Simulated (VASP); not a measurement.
Wanted: the native input for a VASP 6.6.1 run.

```
Task                   : relaxation of cell and atoms
Functional             : PBE
Potentials or basis    : VASP PAW PBE potentials, release 64 (Cs_sv, Ge_d)
Cutoff                 : 600 eV
k mesh                 : 4 × 4 × 4
Occupations            : gaussian, width 0.1 eV
Spin                   : no spin polarisation
Dipole correction      : no
Further INCAR settings : ALGO = Normal; EDIFF = 1e-06; IBRION = 2; EDIFFG = -0.04; NSW = 90; ISIF = 3
```

The structure of CsGe2 lies in POSCAR:

```
CsGe2
1.0
    5.6760267984      0.0000000000      0.0000000000
    0.0000000000      5.6760267984      0.0000000000
    0.0000000000      0.0000000000      5.6760267984
Cs Ge
2 4
Direct
    0.0000000000      0.0000000000      0.0000000000
    0.5000000000      0.5000000000      0.5000000000
    0.2500000000      0.2500000000      0.2500000000
    0.2500000000      0.7500000000      0.7500000000
    0.7500000000      0.7500000000      0.2500000000
    0.7500000000      0.2500000000      0.7500000000
```

One way to write it, as run:

INCAR

```
PREC = Accurate ; ENCUT = 600
EDIFF = 1E-6 ; ISMEAR = 0
SIGMA = 0.1 ; LREAL = F
LASPH = T ; NELM = 100
ALGO = Normal ; ISIF = 3
LWAVE = F ; LCHARG = F
GGA = PE ; IBRION = 2
NSW = 90 ; EDIFFG = -0.04
```

KPOINTS

```
regular mesh
0
Gamma
  4 4 4
```

Potentials or basis: VASP PAW PBE potentials, release 64 (Cs_sv, Ge_d).

Command:

```bash
$ cat potpaw_PBE.64/Cs_sv/POTCAR potpaw_PBE.64/Ge_d/POTCAR > POTCAR
$ mpirun -np 1 vasp_std > vasp.out
```

Results of the run:

The relaxed volume is 68.97 Å³/atom, the relaxed cell is a = 7.452 Å, b = 7.452 Å, c = 7.452 Å, α = 90.00°, β = 90.00°, γ = 90.00° and the space group after relaxing (to 0.1 Å) is Pn-3m (No. 224). The energy gained by relaxing is 996.4 meV/atom and the ionic steps are 5. The pressure after relaxing is 0.0 GPa. The band gap on the k mesh is zero (bands 37 and 38 overlap by 0.51 eV).

Caveat: the volume moved by over 15 % at a fixed basis, so the end points are rough; spin-orbit coupling is left out, which moves the levels of the heavy elements.

Wall time 5.8 min on 1 thread of AMD EPYC 9R45 96-Core Processor (Zen 5), with other jobs on the host, peak memory 0.34 GiB.
